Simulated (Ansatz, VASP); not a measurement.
CaSe in VASP and in Ansatz

```
CELL_PARAMETERS angstrom
0.00000 2.93408 3.00034
2.93408 0.00000 3.00034
2.93408 2.93408 0.00000
ATOMIC_POSITIONS crystal
Ca 0.00000 0.00000 0.00000
Se 0.50000 0.50000 0.50000
```

Change from the starting cell: z stretched by +1.5 % at fixed volume, crystal datasets.

Alike in both runs: task electric field gradients; functional PBE; k mesh 7 × 7 × 7; occupations fermi-dirac, width 0.01 eV; no spin polarisation.

|  | VASP | Ansatz |
| --- | --- | --- |
| version | VASP 6.6.1 | Ansatz 0.2.0 |
| potentials or method | VASP PAW PBE potentials, release 64 (Ca_sv, Se), cutoff 400 eV | all-electron PAW with datasets made for the crystal, scalar-relativistic |

|  | VASP | Ansatz | Ansatz less VASP |
| --- | --- | --- | --- |
| gap on the k mesh at the Fermi level (eV) | 2.08 | 2.09 | +0.010 |
| pressure (GPa) | 1.4 | 1.2 | -0.17 |
| traceless stress, the component that is largest in VASP (GPa) | -1.39 | -1.37 | +0.024 |
| size of Vzz on the site where it differs most (V/Å²) | 7.4 | 7.2 | -0.23 |

Ansatz ran all-electron here, and VASP with PAW potentials.
